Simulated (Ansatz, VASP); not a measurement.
**NbAs: VASP beside Ansatz**

```
Nb As
1.0
     0.00000    2.90678    2.90678
     5.81356    2.90678    2.90678
     5.81356    5.81356    0.00000
Nb As
2 2
Direct
  0.00000 0.00000 0.00000
  0.00000 0.00000 0.50000
  0.25000 0.25000 0.00000
  0.25000 0.25000 0.50000
```

Alike in both runs: task single point; functional PBE; k mesh 12 × 12 × 6; occupations gaussian, width 0.1 eV; collinear spin.

|  | VASP | Ansatz |
| --- | --- | --- |
| version | VASP 6.6.1 | Ansatz 0.2.0 |
| potentials or method | VASP PAW PBE potentials, release 64 (Nb_sv, As), cutoff 500 eV | scalar-relativistic, plane waves, PAW |
| valence electrons in the cell | 36 | 56 |

Ansatz gave:

- gap on the k mesh at the Fermi level (eV): none
- pressure (GPa): 0.0
- net moment per atom (μB): 0.00

Question: What did VASP give for the same quantities?

Answer: gap on the k mesh at the Fermi level (eV): none; pressure (GPa): 0.1; net moment per atom (μB): 0.00.

A gap of «none» marks a metal or a gap that the smearing closes. The functional is the same, so the differences come from potentials, cutoffs and numerics. VASP's potentials hold 36 valence electrons a cell and Ansatz's 56, so a difference there can come from the potentials and not from the codes. Ansatz's warnings: seeded moment not kept.
